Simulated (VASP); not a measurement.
# MgS (P6_3/mmc) in VASP: a series of runs

The runs below take MgS through single point, with PBEsol.

Everything below comes from runs of VASP 6.6.1. Logs are shortened: lines on timing, memory, paths and dates and some standing lists are left out, and cuts for length are marked.

### Step 1. The cell of the first run

Symmetry: P6_3/mmc, No. 194, hexagonal system. Conventional cell: a = 4.006 Å, b = 4.006 Å, c = 4.889 Å, α = 90.00°, β = 90.00°, γ = 120.00°. Within 3.1 Å of Mg (site symmetry -6m2) lie 5 S at 2.31 to 2.44 Å. S (site symmetry -6m2) has 5 Mg at 2.31 to 2.44 Å within 3.1 Å.

### Step 2. Single point, PBEsol

Contents of INCAR:

```
SYSTEM = MgS
PREC = Accurate
ENCUT = 600
EDIFF = 1E-6
ISMEAR = 0
SIGMA = 0.01
LREAL = .FALSE.
LASPH = .TRUE.
NELM = 120
ALGO = Normal
ISIF = 2
LWAVE = .FALSE.
LCHARG = .FALSE.
GGA = PS
NBANDS = 16
GGA_COMPAT = .FALSE.
```

Contents of KPOINTS:

```
regular mesh
0
G
  6 6 4
  0 0 0
```

Contents of POSCAR:

```
MgS
1.0
    4.0063327226      0.0000000000      0.0000000000
   -2.0031663613      3.4695859138      0.0000000000
    0.0000000000      0.0000000000      4.8894810784
Mg S
2 2
Direct
    0.6666666667      0.3333333333      0.4375095810
    0.3333333333      0.6666666667      0.9375095810
    0.3333333333      0.6666666667      0.4374894190
    0.6666666667      0.3333333333      0.9374894190
```

Potentials or basis: VASP PAW PBE potentials, release 64 (Mg, S).

Started as:

```console
> cat potpaw_PBE.64/Mg/POTCAR potpaw_PBE.64/S/POTCAR > POTCAR
> mpirun -np 1 vasp_std > vasp.out
```

OUTCAR:

```text
SYSTEM = MgS
   PREC = Accurate
   ENCUT = 600
   EDIFF = 1E-6
   ISMEAR = 0
   LREAL = .FALSE.
   LASPH = .TRUE.
   NELM = 120
   ISIF = 2
   GGA = PS

 ion  position               nearest neighbor table
   1  0.667  0.333  0.438-   3 2.31   3 2.31   3 2.31   4 2.44   4 2.44   2 3.37   2 3.37   2 3.37
                             2 3.37   2 3.37   2 3.37
   2  0.333  0.667  0.938-   4 2.31   4 2.31   4 2.31   3 2.44   3 2.44   1 3.37   1 3.37   1 3.37
                             1 3.37   1 3.37   1 3.37
   3  0.333  0.667  0.437-   1 2.31   1 2.31   1 2.31   2 2.44   2 2.44
   4  0.667  0.333  0.937-   2 2.31   2 2.31   2 2.31   1 2.44   1 2.44

  LATTYP: Found a hexagonal cell.
 ALAT       =     4.0063327226
 C/A-ratio  =     1.2204380956

  Lattice vectors:

 A1 = (   4.0063327226,   0.0000000000,   0.0000000000)
 A2 = (  -2.0031663613,   3.4695859138,   0.0000000000)
 A3 = (   0.0000000000,   0.0000000000,   4.8894810784)

Analysis of symmetry for initial positions (statically):
=====================================================================
 Subroutine PRICEL returns:
 Original cell was already a primitive cell.

 Routine SETGRP: Setting up the symmetry group for a
 hexagonal supercell.

 Subroutine GETGRP returns: Found 12 space group operations
 (whereof  6 operations were pure point group operations)
 out of a pool of 24 trial point group operations.

The static configuration has the point symmetry C_3v.
 The point group associated with its full space group is C_6v.

Analysis of symmetry for dynamics (positions and initial velocities):
=====================================================================
 Subroutine PRICEL returns:
 Original cell was already a primitive cell.

 Routine SETGRP: Setting up the symmetry group for a
 hexagonal supercell.

 Subroutine GETGRP returns: Found 12 space group operations
 (whereof  6 operations were pure point group operations)
 out of a pool of 24 trial point group operations.

The dynamic configuration has the point symmetry C_3v.
 The point group associated with its full space group is C_6v.

 Subroutine INISYM returns: Found 12 space group operations
 (whereof  6 operations are pure point group operations),
 and found     1 'primitive' translations

----------------------------------------------------------------------------------------

                                     Primitive cell

  volume of cell :      67.9653

  direct lattice vectors                    reciprocal lattice vectors
     4.006332723  0.000000000  0.000000000     0.249604830  0.144109416  0.000000000
    -2.003166361  3.469585914  0.000000000     0.000000000  0.288218832  0.000000000
     0.000000000  0.000000000  4.889481078     0.000000000  0.000000000  0.204520681

  length of vectors
     4.006332723  4.006332723  4.889481078     0.288218832  0.288218832  0.204520681

  position of ions in fractional coordinates (direct lattice)
     0.666666667  0.333333333  0.437509581
     0.333333333  0.666666667  0.937509581
     0.333333333  0.666666667  0.437489419
     0.666666667  0.333333333  0.937489419

  ion indices of the primitive-cell ions
   primitive index   ion index
                 1           1
                 2           2
                 3           3
                 4           4

----------------------------------------------------------------------------------------

 KPOINTS: regular mesh

Automatic generation of k-mesh.
 Grid dimensions read from file:
 generate k-points for:    6    6    4

 Generating k-lattice:

  Cartesian coordinates                     Fractional coordinates (reciprocal lattice)
     0.041600805  0.024018236  0.000000000     0.166666667 -0.000000000  0.000000000
     0.000000000  0.048036472  0.000000000     0.000000000  0.166666667  0.000000000
     0.000000000  0.000000000  0.051130170     0.000000000  0.000000000  0.250000000

  Length of vectors
     0.048036472  0.048036472  0.051130170

  Shift w.r.t. Gamma in fractional coordinates (k-lattice)
     0.000000000  0.000000000  0.000000000

 Subroutine IBZKPT returns following result:
 ===========================================

 Found     21 irreducible k-points:

 Following reciprocal coordinates:
            Coordinates               Weight
  0.000000  0.000000  0.000000      1.000000
  0.166667  0.000000  0.000000      6.000000
  0.333333  0.000000  0.000000      6.000000
  0.500000  0.000000  0.000000      3.000000
  0.166667  0.166667  0.000000      6.000000
  0.333333  0.166667  0.000000     12.000000
[... 13 lines left out ...]
  0.333333  0.166667  0.500000     12.000000
  0.333333  0.333333  0.500000      2.000000
   k-points           NKPTS =     21   k-points in BZ     NKDIM =     21   number of bands    NBANDS=     16
   number of dos      NEDOS =    301   number of ions     NIONS =      4
   total plane-waves  NPLWV =  40960
   dimension x,y,z NGX =    32 NGY =   32 NGZ =   40
   dimension x,y,z NGXF=    64 NGYF=   64 NGZF=   80
   ions per type =               2   2
   NGX,Y,Z   is equivalent  to a cutoff of  13.28, 13.28, 13.60 a.u.
   NGXF,Y,Z  is equivalent  to a cutoff of  26.56, 26.56, 27.20 a.u.
 SYSTEM =  MgS
   PREC   = accura    normal or accurate (medium, high low for compatibility)
   ISTART =      0    job   : 0-new  1-cont  2-samecut
   ICHARG =      2    charge: 1-file 2-atom 10-const
   ISPIN  =      1    spin polarized calculation?
   LNONCOLLINEAR =      F non collinear calculations
   LSORBIT =      F    spin-orbit coupling
   LASPH  =      T    aspherical Exc in radial PAW
   ENCUT  =  600.0 eV  44.10 Ry    6.64 a.u.   8.00  8.00  9.77*2*pi/ulx,y,z
   NELM   =    120;   NELMIN=  2; NELMDL= -5     # of ELM steps
   EDIFF  = 0.1E-05   stopping-criterion for ELM
   LREAL  =      F    real-space projection
   EDIFFG = 0.1E-04   stopping-criterion for IOM
   NSW    =      0    number of steps for IOM
   IBRION =     -1    ionic relax: 0-MD 1-quasi-New 2-CG
   NFREE  =      0    steps in history (QN), initial steepest desc. (CG)
   ISIF   =      2    stress and relaxation
   ISYM   =      2    0-nonsym 1-usesym 2-fastsym
   POTIM  = 0.5000    time-step for ionic-motion
   TEBEG  =    0.0;   TEEND  =   0.0 temperature during run
   PSTRESS=    0.0 pullay stress
   NELECT =      16.0000    total number of electrons
   NUPDOWN=      -1.0000    fix difference up-down
   EMIN   =  10.00;   EMAX   =-10.00  energy-range for DOS
   EFERMI =   0.00;   METHOD = LEGACY
   ISMEAR =     0;   SIGMA  =   0.01  broadening in eV -4-tet -1-fermi 0-gaus
   EFERMI_NEDOS =   21; number of points for ismear=-14 and -15
   IALGO  =     38    algorithm
   IMIX   =      4    mixing-type and parameters
     AMIX     =   0.40;   BMIX     =  1.00
     AMIX_MAG =   1.60;   BMIX_MAG =  1.00
  volume/ion in A,a.u.               =      16.99       114.66
  Fermi-wavevector in a.u.,A,eV,Ry     =   1.010848  1.910225 13.902608  1.021813
  Thomas-Fermi vector in A             =   2.143862
   LORBIT       =      0    0 simple, 1 ext, 2 COOP (PROOUT), +10 PAW based schemes
   GGA     = PS    functional components
   LHFCALC =     F    Hartree Fock is set to
   AEXX    =    0.0000 exact exchange contribution
   IVDW    =     0    specifies the selected vdW correction
   LEPSILON=     F    determine dielectric tensor
   LRPA    =     F    only Hartree local field effects (RPA)
 non-spin polarized calculation
 Gauss-broadening in eV      SIGMA  =   0.01
  energy-cutoff  :      600.00
  volume of cell :       67.97
 maximum number of plane-waves:      2304
   NGX = 17   NGY = 17   NGZ = 19

 number of electron      16.0000000 magnetization

 Free energy of the ion-electron system (eV)
  ---------------------------------------------------
  ext. energy  EPLUGINS =         0.00000000
  ---------------------------------------------------
  free energy    TOTEN  =       -17.03700224 eV

  energy without entropy =      -17.03700224  energy(sigma->0) =      -17.03700224

 E-fermi :   4.2578     XC(G=0):  -9.7482

 val. band max:        4.2055544380   @ k =   0.0000   0.0000   0.0000
 cond. band min:       7.2558620101   @ k =   0.5000   0.0000   0.0000
 fundamental gap:      3.0503075721
 Fermi energy:         4.2578373016

 k-point     1 :       0.0000    0.0000    0.0000
  band No.  band energies     occupation
      1      -9.3681      2.00000
      2      -7.0827      2.00000
      3      -0.8325      2.00000
      4       1.5505      2.00000
      5       1.5505      2.00000
      6       3.0237      2.00000
[... 8 lines left out ...]
     15      12.4345      0.00000
     16      12.4345      0.00000

 k-point     2 :       0.1667    0.0000    0.0000
  band No.  band energies     occupation
      1      -9.1833      2.00000
      2      -7.1200      2.00000
      3      -0.6073      2.00000
      4       0.9278      2.00000
      5       1.2825      2.00000
      6       2.3979      2.00000
[... 8 lines left out ...]
     15      12.1364      0.00000
     16      13.1387      0.00000

 k-point     3 :       0.3333    0.0000    0.0000
  band No.  band energies     occupation
      1      -8.7037      2.00000
      2      -7.3073      2.00000
      3      -0.0306      2.00000
      4       0.0146      2.00000
      5       0.8840      2.00000
      6       1.5206      2.00000
[... 8 lines left out ...]
     15      12.8942      0.00000
     16      14.9322      0.00000

 k-point     4 :       0.5000    0.0000    0.0000
  band No.  band energies     occupation
      1      -8.3114      2.00000
      2      -7.5574      2.00000
      3      -0.4143      2.00000
      4       0.5865      2.00000
      5       0.7218      2.00000
      6       1.1630      2.00000
[... 8 lines left out ...]
     15      14.5347      0.00000
     16      15.8068      0.00000
[... 267 lines left out ...]
 k-point    19 :       0.1667    0.1667    0.5000
  band No.  band energies     occupation
      1      -8.0795      2.00000
      2      -8.0795      2.00000
      3      -0.3237      2.00000
      4      -0.3237      2.00000
      5       1.6171      2.00000
      6       1.6171      2.00000
[... 8 lines left out ...]
     15      13.3020      0.00000
     16      13.3020      0.00000

 k-point    20 :       0.3333    0.1667    0.5000
  band No.  band energies     occupation
      1      -7.8547      2.00000
      2      -7.8547      2.00000
      3      -0.9394      2.00000
      4      -0.9394      2.00000
      5       1.1203      2.00000
      6       1.1203      2.00000
[... 8 lines left out ...]
     15      13.9023      0.00000
     16      13.9023      0.00000

 k-point    21 :       0.3333    0.3333    0.5000
  band No.  band energies     occupation
      1      -7.7766      2.00000
      2      -7.7766      2.00000
      3      -0.9415      2.00000
      4      -0.9415      2.00000
      5       0.5705      2.00000
      6       0.5705      2.00000
[... 8 lines left out ...]
     15      13.4914      0.00000
     16      13.4954      0.00000

------------------------ aborting loop because EDIFF is reached ----------------------------------------

  FORCE on cell =-STRESS in cart. coord.  units (eV):
  Direction    XX          YY          ZZ          XY          YZ          ZX
  --------------------------------------------------------------------------------------
  -------------------------------------------------------------------------------------
  Total        8.5166555      8.5166555      8.4993175      0.0000000      0.0000000      0.0000000
  in kB      200.7669549    200.7669549    200.3582391      0.0000000      0.0000000      0.0000000
  external PRESSURE =     200.6307163 kB  Pullay stress =       0.0000000 kB

 VOLUME and BASIS-vectors are now :
 -----------------------------------------------------------------------------
  energy-cutoff  :      600.00
  volume of cell :       67.97
      direct lattice vectors                 reciprocal lattice vectors
     4.006332723  0.000000000  0.000000000     0.249604830  0.144109416  0.000000000
    -2.003166361  3.469585914  0.000000000     0.000000000  0.288218832  0.000000000
     0.000000000  0.000000000  4.889481078     0.000000000  0.000000000  0.204520681

 POSITION                                       TOTAL-FORCE (eV/Angst)
 -----------------------------------------------------------------------------------
      2.00317      1.15653      2.13919        -0.000000      0.000000     -0.000568
     -0.00000      2.31306      4.58394        -0.000000      0.000000     -0.000568
     -0.00000      2.31306      2.13910        -0.000000     -0.000000      0.000568
      2.00317      1.15653      4.58384         0.000000      0.000000      0.000568
 -----------------------------------------------------------------------------------
    total drift:                               -0.000000      0.000000      0.000002

  FREE ENERGIE OF THE ION-ELECTRON SYSTEM (eV)
  ---------------------------------------------------
  free  energy   TOTEN  =       -17.0370022427 eV

  energy  without entropy=      -17.0370022427  energy(sigma->0) =      -17.03700224
```

Run time: 12 s. Hardware: 1 thread of Intel Xeon 6975P-C (Granite Rapids), shared host; peak memory 0.19 GiB.

Results:

| Property | Result |
| --- | --- |
| Free energy | -17.0370 eV |
| Pressure | 20.1 GPa |
| Band gap on the k mesh | 3.05 eV, indirect (least direct gap 3.30 eV) |

Caveat: the PAW data sets were made with another functional, which shifts forces and pressure a little. A k mesh can miss the band edges.

### Step 3. Single point, PBEsol

This run uses another cell than the first one, of 18.51 Å³/atom, 1.089 times its volume.

Contents of INCAR:

```
SYSTEM = MgS
PREC = Accurate
ENCUT = 600
EDIFF = 1E-6
ISMEAR = 0
SIGMA = 0.01
LREAL = .False.
LASPH = .True.
NELM = 120
ALGO = Normal
ISIF = 2
LWAVE = .False.
LCHARG = .False.
GGA = PS
NBANDS = 16
GGA_COMPAT = .False.
```

Contents of KPOINTS:

```
regular mesh
0
Gamma
  6 6 4
  0 0 0
```

Contents of POSCAR:

```
MgS
1.0
    4.1206850625      0.0000000000      0.0000000000
   -2.0603425312      3.5686179451      0.0000000000
    0.0000000000      0.0000000000      5.0338465049
Mg S
2 2
Direct
    0.6666666667      0.3333333333      0.4375018899
    0.3333333333      0.6666666667      0.9375018899
    0.3333333333      0.6666666667      0.4374971101
    0.6666666667      0.3333333333      0.9374971101
```

Potentials or basis: VASP PAW PBE potentials, release 64 (Mg, S).

Started as:

```console
> cat potpaw_PBE.64/Mg/POTCAR potpaw_PBE.64/S/POTCAR > POTCAR
> mpirun -np 1 vasp_std > vasp.out
```

Wall time 11 s (1 thread of Intel Xeon 6975P-C (Granite Rapids), shared host); peak memory 0.22 GiB.

It converged, with:

```
Free energy            : -17.5925 eV
Pressure               : 10.0 GPa
Band gap on the k mesh : 3.16 eV, indirect (least direct gap 3.17 eV)
```

Levels at points of the mesh, in eV from the valence-band top:
```
           k point  band 4  band 5  band 6  band 7  band 8  band 9  band 10  band 11  band 12  band 13
(0.00, 0.00, 0.00)   -2.39   -2.39   -1.04   -1.04    0.00    3.17     3.44     6.00     6.00     7.59
(0.50, 0.00, 0.00)   -3.25   -3.14   -2.83   -1.98   -0.88    3.16     5.79     5.93     6.14     8.01
(0.00, 0.00, 0.50)   -2.70   -1.76   -1.76   -1.76   -1.76    4.89     4.89     5.85     5.85     5.85
(0.50, 0.00, 0.50)   -4.86   -2.24   -2.24   -1.05   -1.05    4.46     4.46     6.67     6.67     9.02
```

Caveat: the PAW data sets were made with another functional, which shifts forces and pressure a little. PBEsol gaps usually lie below the measured ones, often by a third to a half.
